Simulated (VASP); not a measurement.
Wanted: the native input for a VASP 6.6.1 run.

```
Task                   : electric field gradients
Functional             : PBE
Potentials or basis    : VASP PAW PBE potentials, release 64 (Ca_sv, O)
Cutoff                 : 520 eV
k mesh                 : 12 × 12 × 6
Occupations            : fermi-dirac, width 0.05 eV
Spin                   : no spin polarisation
Dipole correction      : no
Further INCAR settings : ALGO = Normal; EDIFF = 1e-08; NBANDS = 24
```

The structure of CaO (wurtzite type) lies in POSCAR:

```
CaO
1.0
    4.0042349854      0.0000000000      0.0000000000
   -2.0021174927      3.4677692201      0.0000000000
    0.0000000000      0.0000000000      4.8083127851
Ca O
2 2
Direct
    0.3333333333      0.6666666667     -0.0620031157
    0.6666666667      0.3333333333      0.4379968843
    0.3333333333      0.6666666667      0.4380031157
    0.6666666667      0.3333333333      0.9380031157
```

These files were run (other wordings do the same):

INCAR

```
SYSTEM = CaO
  PREC = Accurate
  ENCUT = 520
  EDIFF = 1E-8
  ISMEAR = -1
  SIGMA = 0.05
  LREAL = .False.
  LASPH = .True.
  NELM = 60
  ALGO = Normal
  ISIF = 2
  LWAVE = .False.
  LCHARG = .False.
  GGA = PE
  LEFG = .True.
  NBANDS = 24
```

KPOINTS

```
Automatic mesh
0
Gamma
  12 12 6
  0 0 0
```

Potentials or basis: VASP PAW PBE potentials, release 64 (Ca_sv, O).

Command:

```bash
$ cat potpaw_PBE.64/Ca_sv/POTCAR potpaw_PBE.64/O/POTCAR > POTCAR
$ mpirun -np 1 vasp_std > vasp.out
```

It gave:

```json
{
  "Pressure": "0.5 GPa",
  "Band gap on the k mesh": "3.13 eV, direct"
}
```

Caveat: without QUAD_EFG the Cq values of the log hold for a quadrupole moment of 1 mb, not for the nuclei.

Run time: 2.8 min on 1 thread of Intel(R) Xeon(R) Platinum 8259CL CPU @ 2.50GHz (Skylake/Cascade Lake), on a shared host, peak memory 0.24 GiB.
